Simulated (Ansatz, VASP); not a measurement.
**Te2Mo in VASP and in Ansatz**

```xyz
6
Lattice="3.4464 0.0000 0.0000 -1.7232 2.9847 0.0000 0.0000 0.0000 13.6883" Properties=species:S:1:pos:R:3 pbc="T T T"
Te    1.7232    0.9949    5.1879
Te    0.0000    1.9898   12.0321
Te    1.7232    0.9949    1.6563
Te    0.0000    1.9898    8.5005
Mo    1.7232    0.9949   10.2663
Mo    0.0000    1.9898    3.4221
```

Alike in both runs: task single point; functional PBE; k mesh 9 × 9 × 2; occupations fermi-dirac, width 0.05 eV; no spin polarisation.

|  | VASP | Ansatz |
| --- | --- | --- |
| version | VASP 6.6.1 | Ansatz 0.2.0 |
| potentials or method | VASP PAW PBE potentials, release 64 (Te, Mo_sv) | Ansatz PAW polarizable |
| plane-wave cutoff (eV) | 520 | 420 |
| valence electrons in the cell | 52 | 92 |

```tsv
	VASP	Ansatz	Ansatz less VASP
gap on the k mesh at the Fermi level (eV)	0.74	0.74	+0.007
least direct gap on the mesh (eV)	1.13	1.13	+0.001
pressure (GPa)	10.5	10.5	+0.02
traceless stress, the component that is largest in VASP (GPa)	1.73	1.65	-0.072
rms of the force components (eV/Å)	0.537	0.528	-0.0096
```

Atom by atom the forces differ by 0.010 eV/Å (rms over components). With one functional, cell and mesh, what is left measures potentials, basis and numerics. VASP's potentials hold 52 valence electrons a cell and Ansatz's 92, so a difference there can come from the potentials and not from the codes.

Neither program's run includes spin-orbit coupling. Noted on Ansatz's run: odd divisions of the mesh miss points on the zone boundary, where band edges often lie, so the gap on the mesh can be too wide.
